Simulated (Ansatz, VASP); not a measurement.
# CaSe: VASP beside Ansatz

```
CELL_PARAMETERS angstrom
0.00000 2.97937 2.97937
2.97937 0.00000 2.97937
2.97937 2.97937 0.00000
ATOMIC_POSITIONS crystal
Ca 0.00000 0.00000 0.00000
Se 0.50000 0.50000 0.50000
```

Alike in both runs: task relaxation of cell and atoms; functional PBEsol; k mesh 8 × 8 × 8; occupations gaussian, width 0.02 eV; no spin polarisation.

|  | VASP | Ansatz |
| --- | --- | --- |
| version | VASP 6.6.1 | Ansatz 0.2.0 |
| potentials or method | VASP PAW PBE potentials, release 64 (Ca_sv, Se), cutoff 600 eV | scalar-relativistic, plane waves, PAW |
| valence electrons in the cell | 16 | 26 |

VASP gave:

```
gap on the k mesh at the Fermi level, each at its own relaxed structure (eV) : 1.88
relaxed volume (Å³/atom)                                                     : 25.37
relaxed cell length with the largest relative difference (Å)                 : 4.155
```

What did Ansatz give for the same quantities?

gap on the k mesh at the Fermi level, each at its own relaxed structure (eV): 1.88; relaxed volume (Å³/atom): 25.26; relaxed cell length with the largest relative difference (Å): 4.150.

VASP's potentials were made for PBE, not for PBEsol. VASP's potentials hold 16 valence electrons a cell and Ansatz's 26, so a difference there can come from the potentials and not from the codes.
